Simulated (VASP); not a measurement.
Wanted: the native input for a VASP 6.6.1 run.

```yaml
Task: single point
Functional: PBE
Dispersion: D3(BJ)
Potentials_or_basis: VASP PAW PBE potentials, release 64 (C, O)
Cutoff: 520 eV
k_mesh: 4 × 4 × 4
Occupations: gaussian, width 0.1 eV
Spin: no spin polarisation
Dipole_correction: no
Further_INCAR_settings: LREAL = Auto; ALGO = Normal; EDIFF = 1e-07; NBANDS = 89
```

The structure of C32O (a cell with a defect) lies in POSCAR:

```
C32O
1.0
    0.0000000000      0.0000000000      7.1348522610
    1.2323690480      6.4035774147      3.5674261305
   -6.1618452403      2.1345258048      3.5674261305
C O
32 1
Direct
   -0.0044163740      0.3339779006      0.6668866009
    0.5035519577      0.3339779006      0.6668866009
    0.2431412732      0.5810494822      0.9168559379
    0.7589532151      0.5810494822      0.9168559379
    0.8724514181      0.2083633553      0.0410405552
    0.3781446166      0.2083633553      0.0410405552
    0.1211683758      0.4576546385      0.2923436634
    0.6288332674      0.4576546385      0.2923436634
    0.8775503886      0.7089577635      0.5416350905
    0.3718566660      0.7089577635      0.5416350905
    0.1223181592      0.9596370904      0.7903613054
    0.6276833536      0.9596370904      0.7903613054
   -0.0089514483      0.8331423094      0.1689488707
    0.5068602133      0.8331423094      0.1689488707
    0.2464498188      0.0831114845      0.4160203512
    0.7544184308      0.0831114845      0.4160203512
    0.1211675956      0.2923381220      0.4576600585
    0.6288341691      0.2923381220      0.4576600585
    0.3718576632      0.5416297487      0.7089630731
    0.8775494236      0.5416297487      0.7089630731
    0.9910469563      0.1689439046      0.8331478703
    0.5068613175      0.1689439046      0.8331478703
    0.2464510228      0.4160152033      0.0831170275
    0.7544166915      0.4160152033      0.0831170275
   -0.0044147662      0.6668811802      0.3339831893
    0.5035504820      0.6668811802      0.3339831893
    0.2431403448      0.9168503936      0.5810543607
    0.7589549497      0.9168503936      0.5810543607
    0.1223160648      0.7903559404      0.9596424394
    0.6276856041      0.7903559404      0.9596424394
    0.3781437902      0.0410352447      0.2083683565
    0.8724525538      0.0410352447      0.2083683565
    0.3750008840     -0.1249930393     -0.1250087470
```

These files were run (other wordings do the same):

INCAR

```
  ALGO = Normal
  EDIFF = 1E-7
  ENCUT = 520
  GGA = PE
  ISIF = 2
  ISMEAR = 0
  IVDW = 12
  LASPH = T
  LCHARG = F
  LREAL = Auto
  LWAVE = F
  NBANDS = 89
  NELM = 60
  PREC = Accurate
  SIGMA = 0.1
```

KPOINTS

```
k-points
0
Gamma
  4 4 4
```

Potentials or basis: VASP PAW PBE potentials, release 64 (C, O).

The run is started by

```bash
$ cat potpaw_PBE.64/C/POTCAR potpaw_PBE.64/O/POTCAR > POTCAR
$ mpirun -np 1 vasp_std > vasp.out
```

Results of the run:

```yaml
Pressure: 1.9 GPa
Largest_force: 0.009 eV/Å
Band_gap_on_the_k_mesh: zero (bands 67 and 68 overlap by 0.13 eV)
Dispersion_energy_per_atom: -0.145 eV
```

Run time: 6.5 min on 1 thread of Intel(R) Xeon(R) 6975P-C (Granite Rapids), on a shared host, peak memory 0.55 GiB.
